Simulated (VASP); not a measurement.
Here is a VASP 6.6.1 calculation.

Contents of INCAR:

```
PREC = Accurate ; ENCUT = 520
EDIFF = 1E-6 ; ISMEAR = -1
SIGMA = 0.02 ; LREAL = F
LASPH = T ; NELM = 80
ALGO = Normal ; ISIF = 2
LWAVE = F ; LCHARG = F
GGA = PE ; NBANDS = 15
```

File KPOINTS:

```
regular mesh
0
Gamma
  6 6 6
```

Contents of POSCAR:

```
KI
1.0
    0.0000000000      3.9658942500      3.9658942500
    3.8024994069      0.0000000000      3.9658942500
    3.8024994069      3.9658942500      0.0000000000
K I
1 1
Direct
    0.0000000000      0.0000000000      0.0000000000
    0.2500000000      0.2500000000      0.2500000000
```

Potentials or basis: VASP PAW PBE potentials, release 64 (K_sv, I).

Run with:

```sh
$ cat potpaw_PBE.64/K_sv/POTCAR potpaw_PBE.64/I/POTCAR > POTCAR
$ mpirun -np 1 vasp_std > vasp.out
```

(1) Predict the pressure.

(2) What does it give for the band gap on the k mesh?

## Answers

(1) 0.6 GPa.

(2) 3.98 eV, indirect (the least direct gap lies 3.3 meV higher).

Caveat: the cell differs from its parent crystal (uniaxial x strain -4.1%); spin-orbit coupling is left out, which moves the levels of the heavy elements.
